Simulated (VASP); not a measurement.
# Pd (P6_3/mmc) in VASP: single point with PBE

Aim: the single point of Pd with PBE.

Everything below comes from runs of VASP 6.6.1. Logs are shortened: lines on timing, memory, paths and dates and some standing lists are left out, and cuts for length are marked.

### 1 The cell of the first run

Symmetry: P6_3/mmc, No. 194, hexagonal system. Conventional cell: a = 2.781 Å, b = 2.781 Å, c = 9.174 Å, α = 90.00°, β = 90.00°, γ = 120.00°. Within 3.7 Å of Pd (site symmetry -3m) lie 12 Pd at 2.78 to 2.80 Å. Pd (site symmetry -6m2) has 12 Pd at 2.78 to 2.80 Å within 3.7 Å.

This isn't the form of Pd at room conditions, which is fcc.

### 2 Single point, PBE

The input, INCAR:

```
SYSTEM = Pd
PREC = Accurate
ENCUT = 520
EDIFF = 1E-7
ISMEAR = 0
SIGMA = 0.1
LREAL = .False.
LASPH = .True.
NELM = 100
ALGO = Fast
ISIF = 2
LWAVE = .False.
LCHARG = .False.
GGA = PE
NBANDS = 28
```

The input, KPOINTS:

```
Automatic mesh
0
Gamma
  18 18 6
  0 0 0
```

The input, POSCAR:

```
Pd
1.0
    2.7808835540      0.0000000000      0.0000000000
   -1.3904417770      2.4083158028      0.0000000000
    0.0000000000      0.0000000000      9.1738128111
Pd
4
Direct
    0.0000000000      0.0000000000      0.0000000000
    0.0000000000      0.0000000000      0.5000000000
    0.3333333333      0.6666666667      0.2500000000
    0.6666666667      0.3333333333      0.7500000000
```

Potentials or basis: VASP PAW PBE potentials, release 64 (Pd).

Started as:

```console
cat potpaw_PBE.64/Pd/POTCAR > POTCAR
mpirun -np 1 vasp_std > vasp.out
```

OUTCAR:

```text
SYSTEM = Pd
   PREC = Accurate
   ENCUT = 520
   EDIFF = 1E-7
   ISMEAR = 0
   LREAL = .False.
   LASPH = .True.
   NELM = 100
   ISIF = 2
   GGA = PE

 ion  position               nearest neighbor table
   1  0.000  0.000  0.000-   3 2.80   4 2.80   4 2.80   3 2.80   4 2.80   3 2.80
   2  0.000  0.000  0.500-   3 2.80   4 2.80   4 2.80   3 2.80   4 2.80   3 2.80
   3  0.333  0.667  0.250-   1 2.80   2 2.80   1 2.80   2 2.80   1 2.80   2 2.80
   4  0.667  0.333  0.750-   1 2.80   2 2.80   1 2.80   2 2.80   1 2.80   2 2.80

  LATTYP: Found a hexagonal cell.
 ALAT       =     2.7808835540
 C/A-ratio  =     3.2988841974

  Lattice vectors:

 A1 = (   2.7808835540,   0.0000000000,   0.0000000000)
 A2 = (  -1.3904417770,   2.4083158028,   0.0000000000)
 A3 = (   0.0000000000,   0.0000000000,   9.1738128111)

Analysis of symmetry for initial positions (statically):
=====================================================================
 Subroutine PRICEL returns:
 Original cell was already a primitive cell.

 Routine SETGRP: Setting up the symmetry group for a
 hexagonal supercell.

 Subroutine GETGRP returns: Found 24 space group operations
 (whereof 12 operations were pure point group operations)
 out of a pool of 24 trial point group operations.

The static configuration has the point symmetry D_3d.
 The point group associated with its full space group is D_6h.

Analysis of symmetry for dynamics (positions and initial velocities):
=====================================================================
 Subroutine PRICEL returns:
 Original cell was already a primitive cell.

 Routine SETGRP: Setting up the symmetry group for a
 hexagonal supercell.

 Subroutine GETGRP returns: Found 24 space group operations
 (whereof 12 operations were pure point group operations)
 out of a pool of 24 trial point group operations.

The dynamic configuration has the point symmetry D_3d.
 The point group associated with its full space group is D_6h.

 Subroutine INISYM returns: Found 24 space group operations
 (whereof 12 operations are pure point group operations),
 and found     1 'primitive' translations

----------------------------------------------------------------------------------------

                                     Primitive cell

  volume of cell :      61.4393

  direct lattice vectors                    reciprocal lattice vectors
     2.780883554  0.000000000  0.000000000     0.359597941  0.207613968  0.000000000
    -1.390441777  2.408315803  0.000000000     0.000000000  0.415227936  0.000000000
     0.000000000  0.000000000  9.173812811     0.000000000  0.000000000  0.109005930
[... 92 lines left out ...]
   IBRION =     -1    ionic relax: 0-MD 1-quasi-New 2-CG
   NFREE  =      0    steps in history (QN), initial steepest desc. (CG)
   ISIF   =      2    stress and relaxation
   ISYM   =      2    0-nonsym 1-usesym 2-fastsym
   POTIM  = 0.5000    time-step for ionic-motion
   TEBEG  =    0.0;   TEEND  =   0.0 temperature during run
   PSTRESS=    0.0 pullay stress
   NELECT =      40.0000    total number of electrons
   NUPDOWN=      -1.0000    fix difference up-down
   EMIN   =  10.00;   EMAX   =-10.00  energy-range for DOS
   EFERMI =   0.00;   METHOD = LEGACY
   ISMEAR =     0;   SIGMA  =   0.10  broadening in eV -4-tet -1-fermi 0-gaus
   EFERMI_NEDOS =   21; number of points for ismear=-14 and -15
   IALGO  =     68    algorithm
   IMIX   =      4    mixing-type and parameters
     AMIX     =   0.40;   BMIX     =  1.00
     AMIX_MAG =   1.60;   BMIX_MAG =  1.00
  volume/ion in A,a.u.               =      15.36       103.65
  Fermi-wavevector in a.u.,A,eV,Ry     =   1.418881  2.681297 27.391585  2.013225
  Thomas-Fermi vector in A             =   2.539960
   LORBIT       =      0    0 simple, 1 ext, 2 COOP (PROOUT), +10 PAW based schemes
   GGA     = PE    functional components
   LHFCALC =     F    Hartree Fock is set to
   AEXX    =    0.0000 exact exchange contribution
   IVDW    =     0    specifies the selected vdW correction
   LEPSILON=     F    determine dielectric tensor
   LRPA    =     F    only Hartree local field effects (RPA)
 non-spin polarized calculation
 RMM-DIIS sequential band-by-band and
 Gauss-broadening in eV      SIGMA  =   0.10
  energy-cutoff  :      520.00
  volume of cell :       61.44
 maximum number of plane-waves:      1671
 NGX is ok and might be reduce to    24
   NGX = 11   NGY = 11   NGZ = 35

 number of electron      40.0000015 magnetization

 Free energy of the ion-electron system (eV)
  ---------------------------------------------------
  ext. energy  EPLUGINS =         0.00000000
  ---------------------------------------------------
  free energy    TOTEN  =       -20.83901622 eV

  energy without entropy =      -20.78730561  energy(sigma->0) =      -20.81316091

 E-fermi :   9.1249     XC(G=0): -12.9319

 val. band max:        9.1219884115   @ k =   0.2778   0.1667   0.3333
 cond. band min:       9.1271268727   @ k =   0.3889   0.2222   0.3333
 fundamental gap:      0.0051384612
 Fermi energy:         9.1248516333

 k-point     1 :       0.0000    0.0000    0.0000
  band No.  band energies     occupation
      1       2.2838      2.00000
      2       3.9007      2.00000
      3       3.9078      2.00000
      4       4.1227      2.00000
      5       6.4002      2.00000
      6       6.4027      2.00000
[... 733 lines left out ...]
     27      19.0775      0.00000
     28      19.6671      0.00000

 [... further k-points ...]

------------------------ aborting loop because EDIFF is reached ----------------------------------------

  FORCE on cell =-STRESS in cart. coord.  units (eV):
  Direction    XX          YY          ZZ          XY          YZ          ZX
  --------------------------------------------------------------------------------------
  -------------------------------------------------------------------------------------
  Total       -0.1423161     -0.1423161     -0.1155809      0.0000000     -0.0000000      0.0000000
  in kB       -3.7112362     -3.7112362     -3.0140517      0.0000000     -0.0000000      0.0000000
  external PRESSURE =      -3.4788414 kB  Pullay stress =       0.0000000 kB

 VOLUME and BASIS-vectors are now :
 -----------------------------------------------------------------------------
  energy-cutoff  :      520.00
  volume of cell :       61.44
      direct lattice vectors                 reciprocal lattice vectors
     2.780883554  0.000000000  0.000000000     0.359597941  0.207613968  0.000000000
    -1.390441777  2.408315803  0.000000000     0.000000000  0.415227936  0.000000000
     0.000000000  0.000000000  9.173812811     0.000000000  0.000000000  0.109005930

 POSITION                                       TOTAL-FORCE (eV/Angst)
 -----------------------------------------------------------------------------------
      0.00000      0.00000      0.00000         0.000000      0.000000      0.000000
      0.00000      0.00000      4.58691         0.000000      0.000000      0.000000
     -0.00000      1.60554      2.29345         0.000000     -0.000000      0.000000
      1.39044      0.80277      6.88036        -0.000000      0.000000     -0.000000
 -----------------------------------------------------------------------------------
    total drift:                               -0.000000      0.000000      0.000000

  FREE ENERGIE OF THE ION-ELECTRON SYSTEM (eV)
  ---------------------------------------------------
  free  energy   TOTEN  =       -20.8390162171 eV

  energy  without entropy=      -20.7873056115  energy(sigma->0) =      -20.81316091
```

OSZICAR:

```text
N       E                     dE             d eps       ncg     rms          rms(c)
DAV:   1     0.261194861545E+03    0.26119E+03   -0.20161E+04  8288   0.139E+03
DAV:   2    -0.150873908212E+02   -0.27628E+03   -0.26381E+03  8724   0.320E+02
DAV:   3    -0.218386990568E+02   -0.67513E+01   -0.66160E+01  9408   0.538E+01
DAV:   4    -0.218989161205E+02   -0.60217E-01   -0.60188E-01  9024   0.494E+00
DAV:   5    -0.218999432425E+02   -0.10271E-02   -0.10271E-02  9092   0.702E-01    0.139E+01
RMM:   6    -0.208794376954E+02    0.10205E+01   -0.27882E+00  8288   0.113E+01    0.679E+00
RMM:   7    -0.209114801431E+02   -0.32042E-01   -0.15578E-01  8508   0.219E+00    0.414E+00
RMM:   8    -0.210236488438E+02   -0.11217E+00   -0.27712E-01  9172   0.311E+00    0.475E+00
RMM:   9    -0.208418990963E+02    0.18175E+00   -0.81665E-02  8411   0.181E+00    0.532E-01
RMM:  10    -0.208392802675E+02    0.26188E-02   -0.32663E-03  8634   0.263E-01    0.228E-01
RMM:  11    -0.208390825417E+02    0.19773E-03   -0.27131E-04  9071   0.878E-02    0.120E-01
RMM:  12    -0.208390127452E+02    0.69796E-04   -0.88428E-05  9031   0.496E-02    0.200E-02
RMM:  13    -0.208390162567E+02   -0.35115E-05   -0.18542E-05  9212   0.248E-02    0.104E-02
RMM:  14    -0.208390158300E+02    0.42663E-06   -0.52857E-06  9208   0.139E-02    0.692E-03
RMM:  15    -0.208390166526E+02   -0.82259E-06   -0.17077E-06  8938   0.795E-03    0.298E-03
RMM:  16    -0.208390162657E+02    0.38692E-06   -0.62365E-07  7932   0.464E-03    0.551E-04
RMM:  17    -0.208390162171E+02    0.48608E-07   -0.18398E-07  5120   0.228E-03
   1 F= -.20839016E+02 E0= -.20813161E+02  d E =-.517106E-01
```

stdout:

```text
POSCAR found type information on POSCAR Pd
 POSCAR found :  1 types and       4 ions
 scaLAPACK will be used
 LDA part: xc-table for (Slater+PW92), standard interpolation
 POSCAR, INCAR and KPOINTS ok, starting setup
 FFT: planning ... GRIDC
 FFT: planning ... GRID_SOFT
 FFT: planning ... GRID
 WAVECAR not read
 entering main loop
```

Wall time 9.5 min (1 thread of Intel Xeon 8259CL, shared host); peak memory 0.32 GiB.

Results:

```yaml
Free_energy: -20.8390 eV
Pressure: -0.3 GPa
Band_gap_on_the_k_mesh: zero (bands 20 and 21 overlap by 0.88 eV)
```
